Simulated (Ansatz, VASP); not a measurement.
W: VASP beside Ansatz

```
W
1.0
     0.00000   -2.03000   -2.03000
     0.00000    2.03000   -2.03000
     4.06000    0.00000    0.00000
W
2
Direct
  0.50000 0.50000 0.45074
  0.00000 0.00000 0.04926
```

Change from the starting cell: mode 6 (205.5 1/cm) frozen in, largest displacement -0.200 Å.

Alike in both runs: task single point; functional r2SCAN; k mesh 16 × 16 × 12; occupations gaussian, width 0.15 eV; no spin polarisation.

```csv
,VASP,Ansatz
version,VASP 6.6.1,Ansatz 0.2.0
potentials or method,"VASP PAW PBE potentials, release 64 (W_sv), cutoff 550 eV","scalar-relativistic, plane waves, PAW"
valence electrons in the cell,28,28
```

Ansatz gave:

```
gap on the k mesh at the Fermi level (eV)                     : none
pressure (GPa)                                                : 8.7
traceless stress, the component that is largest in VASP (GPa) : -22.30
rms of the force components (eV/Å)                            : 2.160
```

Which values does VASP return?

gap on the k mesh at the Fermi level (eV): none; pressure (GPa): 10.0; traceless stress, the component that is largest in VASP (GPa): -22.45; rms of the force components (eV/Å): 2.210.

VASP's potentials were made for PBE, not for r2SCAN. Atom by atom the forces differ by 0.050 eV/Å (rms over components). A gap of «none» marks a metal or a gap that the smearing closes. The functional is the same, so the differences come from potentials, cutoffs and numerics.

Spin-orbit coupling is off throughout.
